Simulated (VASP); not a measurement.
The system is NaCl.

```xyz
2
Lattice="0.0000 2.7370 2.7370 2.7370 0.0000 2.7370 2.7370 2.7370 0.0000" Properties=species:S:1:pos:R:3 pbc="T T T"
Cl    2.7370    2.7370    2.7370
Na    0.0000    0.0000    0.0000
```

Base run:

- Program: VASP 6.6.1
- Functional: r2SCAN
- Potentials or basis: VASP PAW PBE potentials, release 64 (Cl, Na_pv)
- Cutoff: 520 eV
- k mesh: 8 × 8 × 8
- Occupations: fermi-dirac, width 0.05 eV
- Spin: no spin polarisation

Its results: band gap on the k mesh 6.32 eV; pressure 2.0 GPa.

Task: The run is repeated on the same cell with these changes: functional from r2SCAN to PBE-based screened hybrid with 25 % exact exchange; k mesh from 8 × 8 × 8 to 4 × 4 × 4. What comes out?

Result: Band gap on the k mesh 6.62 eV; pressure 3.1 GPa.

Several settings changed at once.

Caveats: some runs use coarse meshes; the PAW data sets were made with another functional, which shifts forces and pressure a little.

